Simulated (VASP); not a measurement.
A run of VASP 6.6.1 is set up as follows.

The input INCAR:

```
SYSTEM = MnO2
PREC = Accurate
ENCUT = 600
EDIFF = 1E-6
ISMEAR = -1
SIGMA = 0.05
LREAL = .FALSE.
LASPH = .TRUE.
NELM = 200
ALGO = Normal
ISIF = 2
LWAVE = .FALSE.
LCHARG = .FALSE.
ISPIN = 2
MAGMOM = -2.09 0 0
LORBIT = 11
LMAXMIX = 4
GGA = PS
NBANDS = 24
GGA_COMPAT = .FALSE.
```

KPOINTS

```
Automatic mesh
0
G
  11 11 11
  0 0 0
```

The input POSCAR:

```
MnO2
1.0
    1.4284348394      0.8247072390      4.5839315268
   -1.4284348394      0.8247072390      4.5839315268
    0.0000000000     -1.6494144781      4.5839315268
Mn O
1 2
Direct
    0.0000000000      0.0000000000      0.0000000000
    0.7356355100      0.7356355100      0.7356355100
    0.2643644900      0.2643644900      0.2643644900
```

Potentials or basis: VASP PAW PBE potentials, release 64 (Mn_pv, O).

Command:

```console
$ cat potpaw_PBE.64/Mn_pv/POTCAR potpaw_PBE.64/O/POTCAR > POTCAR
$ mpirun -np 1 vasp_std > vasp.out
```

Question: Predict the largest force.

Answer: 0.085 eV/Å.

Question: Estimate the pressure.

Answer: -1.3 GPa.

Question: Estimate the site moments.

Answer: Mn -2.84; O -0.04 μB.

Question: Estimate the net moment.

Answer: -3.00 μB per cell.

Forces on the atoms (eV/Å):
```
Mn   0.000  0.000  0.000
O    0.000  0.000 -0.085
O    0.000  0.000  0.085
```

Caveat: the PAW data sets were made with another functional, which shifts forces and pressure a little; a cell with one magnetic atom can't hold antiferromagnetic order, which such compounds often take.
